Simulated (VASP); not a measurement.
Write the native input for VASP 6.6.1 that does the following.

```
Task                   : single point
Functional             : PBE
Potentials or basis    : VASP PAW PBE potentials, release 64 (Cu, O)
Cutoff                 : 520 eV
k mesh                 : 14 × 14 × 8
Occupations            : gaussian, width 0.1 eV
Spin                   : no spin polarisation
Dipole correction      : no
Further INCAR settings : ALGO = Normal; EDIFF = 1e-07; NBANDS = 25
```

The structure of CuO lies in POSCAR:

```
CuO
1.0
    2.8795009639      0.0000000000      0.0000000000
    0.0390727580      2.8792794796      0.0000000000
    0.0174953863      0.0172449008      5.1763391994
Cu O
2 2
Direct
    0.5000000000      0.0000000000      0.5000000000
    0.0000000000      0.5000000000      0.0000000000
    0.0015760300      0.9983282200      0.2501129000
    0.9984239700      0.0016717800      0.7498871000
```

The input as run:

INCAR

```
SYSTEM = CuO
  ALGO = Normal
  EDIFF = 1E-7
  ENCUT = 520
  GGA = PE
  ISIF = 2
  ISMEAR = 0
  LASPH = .TRUE.
  LCHARG = .FALSE.
  LREAL = .FALSE.
  LWAVE = .FALSE.
  NBANDS = 25
  NELM = 100
  PREC = Accurate
  SIGMA = 0.1
```

KPOINTS

```
k-points
0
G
  14 14 8
  0 0 0
```

Potentials or basis: VASP PAW PBE potentials, release 64 (Cu, O).

The run is started by

```bash
$ cat potpaw_PBE.64/Cu/POTCAR potpaw_PBE.64/O/POTCAR > POTCAR
$ mpirun -np 1 vasp_std > vasp.out
```

It gave:

```
Pressure               : 6.6 GPa
Largest force          : 0.011 eV/Å
Band gap on the k mesh : zero (bands 17 and 18 overlap by 1.12 eV)
```

Caveat: the cell stands under pressure; semilocal functionals often make such compounds metallic where correlation or magnetic order opens a gap, which also shifts bond lengths.

Run time: 6.9 min on 1 thread of Intel(R) Xeon(R) Platinum 8488C (Sapphire Rapids) (shared host), peak memory 0.73 GiB.
